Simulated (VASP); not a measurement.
# Sb (P6_3/mmc) in VASP: a series of runs

The runs below take Sb through electric field gradients, with PBE, LDA.

Everything below comes from runs of VASP 6.6.1. Logs are shortened: lines on timing, memory, paths and dates and some standing lists are left out, and cuts for length are marked.

## (1) The cell of the first run

Symmetry: P6_3/mmc, No. 194, hexagonal system. Conventional cell: a = 3.300 Å, b = 3.300 Å, c = 5.221 Å, α = 90.00°, β = 90.00°, γ = 120.00°. Sb (site symmetry -6m2) has 12 Sb at 3.23 to 3.30 Å within 4.3 Å.

## (2) Electric field gradients, PBE (volume scaled by 0.94)

The input, INCAR:

```
PREC = Accurate
ENCUT = 520
EDIFF = 1E-8
ISMEAR = -1
SIGMA = 0.05
LREAL = F
LASPH = T
NELM = 60
ALGO = Normal
ISIF = 2
LWAVE = F
LCHARG = F
GGA = PE
LEFG = T
NBANDS = 12
```

The input, KPOINTS:

```
Automatic mesh
0
Gamma
  12 12 7
```

The input, POSCAR:

```
Sb
1.0
    3.3002257761      0.0000000000      0.0000000000
   -1.6501128881      2.8580793603      0.0000000000
    0.0000000000      0.0000000000      5.2211939594
Sb
2
Direct
    0.3333333333      0.6666666667      0.2500000000
    0.6666666667      0.3333333333      0.7500000000
```

Potentials or basis: VASP PAW PBE potentials, release 64 (Sb).

On the command line:

```
> cat potpaw_PBE.64/Sb/POTCAR > POTCAR
> mpirun -np 1 vasp_std > vasp.out
```

OUTCAR:

```text
PREC = Accurate
   ENCUT = 520
   EDIFF = 1E-8
   ISMEAR = -1
   LREAL = F
   LASPH = T
   NELM = 60
   ISIF = 2
   GGA = PE

 ion  position               nearest neighbor table
   1  0.333  0.667  0.250-   2 3.23   2 3.23   2 3.23   2 3.23   2 3.23   2 3.23
   2  0.667  0.333  0.750-   1 3.23   1 3.23   1 3.23   1 3.23   1 3.23   1 3.23

  LATTYP: Found a hexagonal cell.
 ALAT       =     3.3002257761
 C/A-ratio  =     1.5820717471

  Lattice vectors:

 A1 = (   3.3002257761,   0.0000000000,   0.0000000000)
 A2 = (  -1.6501128881,   2.8580793603,   0.0000000000)
 A3 = (   0.0000000000,   0.0000000000,   5.2211939594)

Analysis of symmetry for initial positions (statically):
=====================================================================
 Subroutine PRICEL returns:
 Original cell was already a primitive cell.

 Routine SETGRP: Setting up the symmetry group for a
 hexagonal supercell.

 Subroutine GETGRP returns: Found 24 space group operations
 (whereof 12 operations were pure point group operations)
 out of a pool of 24 trial point group operations.

The static configuration has the point symmetry D_3d.
 The point group associated with its full space group is D_6h.

Analysis of symmetry for dynamics (positions and initial velocities):
=====================================================================
 Subroutine PRICEL returns:
 Original cell was already a primitive cell.

 Routine SETGRP: Setting up the symmetry group for a
 hexagonal supercell.

 Subroutine GETGRP returns: Found 24 space group operations
 (whereof 12 operations were pure point group operations)
 out of a pool of 24 trial point group operations.

The dynamic configuration has the point symmetry D_3d.
 The point group associated with its full space group is D_6h.

 Subroutine INISYM returns: Found 24 space group operations
 (whereof 12 operations are pure point group operations),
 and found     1 'primitive' translations

----------------------------------------------------------------------------------------

                                     Primitive cell

  volume of cell :      49.2479

  direct lattice vectors                    reciprocal lattice vectors
     3.300225776  0.000000000  0.000000000     0.303009572  0.174942658  0.000000000
    -1.650112888  2.858079360  0.000000000     0.000000000  0.349885316  0.000000000
     0.000000000  0.000000000  5.221193959     0.000000000  0.000000000  0.191527074

  length of vectors
     3.300225776  3.300225776  5.221193959     0.349885316  0.349885316  0.191527074

  position of ions in fractional coordinates (direct lattice)
     0.333333333  0.666666667  0.250000000
     0.666666667  0.333333333  0.750000000

  ion indices of the primitive-cell ions
   primitive index   ion index
                 1           1
                 2           2

----------------------------------------------------------------------------------------

 KPOINTS: Automatic mesh

Automatic generation of k-mesh.
 Grid dimensions read from file:
 generate k-points for:   12   12    7

 Generating k-lattice:

  Cartesian coordinates                     Fractional coordinates (reciprocal lattice)
     0.025250798  0.014578555  0.000000000     0.083333333  0.000000000  0.000000000
     0.000000000  0.029157110  0.000000000     0.000000000  0.083333333  0.000000000
     0.000000000  0.000000000  0.027361011     0.000000000  0.000000000  0.142857143

  Length of vectors
     0.029157110  0.029157110  0.027361011

  Shift w.r.t. Gamma in fractional coordinates (k-lattice)
     0.000000000  0.000000000  0.000000000

 Subroutine IBZKPT returns following result:
 ===========================================

 Found     76 irreducible k-points:

 Following reciprocal coordinates:
            Coordinates               Weight
  0.000000  0.000000  0.000000      1.000000
  0.083333  0.000000  0.000000      6.000000
  0.166667  0.000000  0.000000      6.000000
  0.250000  0.000000  0.000000      6.000000
  0.333333  0.000000  0.000000      6.000000
  0.416667  0.000000  0.000000      6.000000
[... 16 lines left out ...]
  0.250000  0.000000  0.142857     12.000000
  0.333333  0.000000  0.142857     12.000000
 [... further k-points ...]
   k-points           NKPTS =     76   k-points in BZ     NKDIM =     76   number of bands    NBANDS=     12
   number of dos      NEDOS =    301   number of ions     NIONS =      2
   total plane-waves  NPLWV =  31360
   dimension x,y,z NGX =    28 NGY =   28 NGZ =   40
   dimension x,y,z NGXF=    56 NGYF=   56 NGZF=   80
   ions per type =               2
   NGX,Y,Z   is equivalent  to a cutoff of  14.10, 14.10, 12.74 a.u.
   NGXF,Y,Z  is equivalent  to a cutoff of  28.21, 28.21, 25.47 a.u.
 SYSTEM =  unknown system
   PREC   = accura    normal or accurate (medium, high low for compatibility)
   ISTART =      0    job   : 0-new  1-cont  2-samecut
   ICHARG =      2    charge: 1-file 2-atom 10-const
   ISPIN  =      1    spin polarized calculation?
   LNONCOLLINEAR =      F non collinear calculations
   LSORBIT =      F    spin-orbit coupling
   LASPH  =      T    aspherical Exc in radial PAW
   ENCUT  =  520.0 eV  38.22 Ry    6.18 a.u.   6.14  6.14  9.71*2*pi/ulx,y,z
   NELM   =     60;   NELMIN=  2; NELMDL= -5     # of ELM steps
   EDIFF  = 0.1E-07   stopping-criterion for ELM
   LREAL  =      F    real-space projection
   EDIFFG = 0.1E-06   stopping-criterion for IOM
   NSW    =      0    number of steps for IOM
   IBRION =     -1    ionic relax: 0-MD 1-quasi-New 2-CG
   NFREE  =      0    steps in history (QN), initial steepest desc. (CG)
   ISIF   =      2    stress and relaxation
   ISYM   =      2    0-nonsym 1-usesym 2-fastsym
   POTIM  = 0.5000    time-step for ionic-motion
   TEBEG  =    0.0;   TEEND  =   0.0 temperature during run
   PSTRESS=    0.0 pullay stress
   NELECT =      10.0000    total number of electrons
   NUPDOWN=      -1.0000    fix difference up-down
   EMIN   =  10.00;   EMAX   =-10.00  energy-range for DOS
   EFERMI =   0.00;   METHOD = LEGACY
   ISMEAR =    -1;   SIGMA  =   0.05  broadening in eV -4-tet -1-fermi 0-gaus
   EFERMI_NEDOS =   21; number of points for ismear=-14 and -15
   IALGO  =     38    algorithm
   IMIX   =      4    mixing-type and parameters
     AMIX     =   0.40;   BMIX     =  1.00
     AMIX_MAG =   1.60;   BMIX_MAG =  1.00
  volume/ion in A,a.u.               =      24.62       166.17
  Fermi-wavevector in a.u.,A,eV,Ry     =   0.962230  1.818351 12.597453  0.925887
  Thomas-Fermi vector in A             =   2.091671
   LORBIT       =      0    0 simple, 1 ext, 2 COOP (PROOUT), +10 PAW based schemes
   GGA     = PE    functional components
   LHFCALC =     F    Hartree Fock is set to
   AEXX    =    0.0000 exact exchange contribution
   IVDW    =     0    specifies the selected vdW correction
   LEPSILON=     F    determine dielectric tensor
   LRPA    =     F    only Hartree local field effects (RPA)
 non-spin polarized calculation
  energy-cutoff  :      520.00
  volume of cell :       49.25
 maximum number of plane-waves:      1347
 NGX is ok and might be reduce to    28
   NGX = 13   NGY = 13   NGZ = 19

 number of electron      10.0000000 magnetization

 Free energy of the ion-electron system (eV)
  ---------------------------------------------------
  ext. energy  EPLUGINS =         0.00000000
  ---------------------------------------------------
  free energy    TOTEN  =        -7.60457840 eV

  energy without entropy =       -7.59308922  energy(sigma->0) =       -7.59883381

 E-fermi :   9.7814     XC(G=0): -10.6268

 val. band max:        9.7619913068   @ k =   0.5000   0.0000   0.2857
 cond. band min:       9.7835753878   @ k =   0.1667   0.0000   0.0000
 fundamental gap:      0.0215840810
 Fermi energy:         9.7813570144

 k-point     1 :       0.0000    0.0000    0.0000
  band No.  band energies     occupation
      1      -3.9252      2.00000
      2       0.6943      2.00000
      3       3.3926      2.00000
      4      13.3563      0.00000
      5      13.3563      0.00000
      6      15.2921      0.00000
      7      15.2921      0.00000
      8      16.3754      0.00000
      9      17.4382      0.00000
     10      18.6293      0.00000
     11      19.9334      0.00000
     12      19.9334      0.00000

 k-point     2 :       0.0833    0.0000    0.0000
  band No.  band energies     occupation
      1      -3.7956      2.00000
      2       0.8079      2.00000
      3       3.5282      2.00000
      4      12.0461      0.00000
      5      12.8411      0.00000
      6      14.6461      0.00000
      7      15.4944      0.00000
      8      16.1190      0.00000
      9      17.8140      0.00000
     10      18.5634      0.00000
     11      19.8713      0.00000
     12      20.2969      0.00000

 k-point     3 :       0.1667    0.0000    0.0000
  band No.  band energies     occupation
      1      -3.4079      2.00000
      2       1.1408      2.00000
      3       3.9316      2.00000
      4       9.7836      0.97782
      5      11.9262      0.00000
      6      13.1578      0.00000
      7      15.1810      0.00000
      8      15.3970      0.00000
      9      16.4222      0.00000
     10      19.1732      0.00000
     11      19.6774      0.00000
     12      20.3613      0.00000
[... 286 lines left out ...]
 k-point    23 :       0.2500    0.0000    0.1429
  band No.  band energies     occupation
      1      -2.6520      2.00000
      2       1.0496      2.00000
      3       5.3516      2.00000
      4       7.7339      2.00000
      5      10.7923      0.00000
      6      11.1923      0.00000
      7      13.7739      0.00000
      8      14.5223      0.00000
      9      15.5064      0.00000
     10      17.7895      0.00000
     11      18.7382      0.00000
     12      20.2099      0.00000

 k-point    24 :       0.3333    0.0000    0.1429
  band No.  band energies     occupation
      1      -1.7739      2.00000
      2       1.7121      2.00000
      3       5.2797      2.00000
      4       6.7206      2.00000
      5       8.8235      2.00000
      6      10.5375      0.00000
      7      12.4439      0.00000
      8      13.9715      0.00000
      9      14.6899      0.00000
     10      17.1813      0.00000
     11      18.9959      0.00000
     12      19.7965      0.00000

 [... further k-points ...]

------------------------ aborting loop because EDIFF is reached ----------------------------------------

  FORCE on cell =-STRESS in cart. coord.  units (eV):
  Direction    XX          YY          ZZ          XY          YZ          ZX
  --------------------------------------------------------------------------------------
  -------------------------------------------------------------------------------------
  Total        2.5740985      2.5740985      2.2371394     -0.0000000      0.0000000      0.0000000
  in kB       83.7428965     83.7428965     72.7806389     -0.0000000      0.0000000      0.0000000
  external PRESSURE =      80.0888106 kB  Pullay stress =       0.0000000 kB

 VOLUME and BASIS-vectors are now :
 -----------------------------------------------------------------------------
  energy-cutoff  :      520.00
  volume of cell :       49.25
      direct lattice vectors                 reciprocal lattice vectors
     3.300225776  0.000000000  0.000000000     0.303009572  0.174942658  0.000000000
    -1.650112888  2.858079360  0.000000000     0.000000000  0.349885316  0.000000000
     0.000000000  0.000000000  5.221193959     0.000000000  0.000000000  0.191527074

 POSITION                                       TOTAL-FORCE (eV/Angst)
 -----------------------------------------------------------------------------------
     -0.00000      1.90539      1.30530         0.000000      0.000000      0.000000
      1.65011      0.95269      3.91590        -0.000000     -0.000000      0.000000
 -----------------------------------------------------------------------------------
    total drift:                               -0.000000      0.000000      0.000000

  FREE ENERGIE OF THE ION-ELECTRON SYSTEM (eV)
  ---------------------------------------------------
  free  energy   TOTEN  =        -7.6045783983 eV

  energy  without entropy=       -7.5930892211  energy(sigma->0) =       -7.59883381

 Electric field gradients (V/A^2)
---------------------------------------------------------------------
 ion       V_xx      V_yy      V_zz      V_xy      V_xz      V_yz
---------------------------------------------------------------------
   1      -9.351    -9.351    18.703    -0.000     0.000    -0.000
   2      -9.351    -9.351    18.703    -0.000    -0.000     0.000
---------------------------------------------------------------------

 Electric field gradients after diagonalization (V/A^2)
 (convention: |V_zz| > |V_xx| > |V_yy|)
----------------------------------------------------------------------
 ion       V_xx      V_yy      V_zz     asymmetry (V_yy - V_xx)/ V_zz
----------------------------------------------------------------------
   1      -9.352    -9.351    18.703       0.000
   2      -9.352    -9.351    18.703       0.000
----------------------------------------------------------------------

           NMR quadrupolar parameters

 Cq : quadrupolar parameter    Cq=e*Q*V_zz/h
 eta: asymmetry parameters     (V_yy - V_xx)/ V_zz
 Q  : nuclear electric quadrupole moment in mb (millibarn)
----------------------------------------------------------------------
 ion       Cq(MHz)       eta       Q (mb)
----------------------------------------------------------------------
   1       0.045       0.000       1.000
   2       0.045       0.000       1.000
----------------------------------------------------------------------
```

Run time: 65 s. Hardware: 1 thread of Intel Xeon 6975P-C, shared host; peak memory 0.2 GiB.

What came out:

| Property | Result |
| --- | --- |
| Free energy | -7.6046 eV |
| Pressure | 8.0 GPa |
| Band gap on the k mesh | zero (band 5 reaches 14.11 eV, above the bottom of band 6 at 6.56 eV) |

Electric field gradients, principal values (V/Å²):
```
atom   least  middle  greatest (by size)
1 Sb  -9.351  -9.352              18.703
2 Sb  -9.351  -9.352              18.703
```

Caveat: without QUAD_EFG the Cq values of the log hold for a quadrupole moment of 1 mb, not for the nuclei; spin-orbit coupling is left out, which moves the levels of the heavy elements.

(Part 1 of 3 ends here.)
